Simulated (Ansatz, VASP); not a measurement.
**One calculation of BiN, two programs**

```
Bi N
1.0
     0.00000    2.83942    2.83942
     2.83942    0.00000    2.83942
     2.83942    2.83942    0.00000
Bi N
1 1
Direct
  0.00000 0.00000 0.00000
  0.25000 0.25000 0.25000
```

Alike in both runs: task single point; functional PBE; k mesh 10 × 10 × 10; occupations gaussian, width 0.05 eV; no spin polarisation.

```csv
,VASP,Ansatz
version,VASP 6.6.1,Ansatz 0.2.0
potentials or method,"VASP PAW PBE potentials, release 64 (Bi_d, N), cutoff 520 eV","scalar-relativistic, plane waves, PAW"
valence electrons in the cell,20,20
```

Ansatz gave:

| Property | Result |
| --- | --- |
| pressure (GPa) | -4.9 |

Problem. What did VASP give for the same quantities?

Solution. Pressure (GPa): -5.0.

The functional is the same, so the differences come from potentials, cutoffs and numerics.

Neither program's run includes spin-orbit coupling.
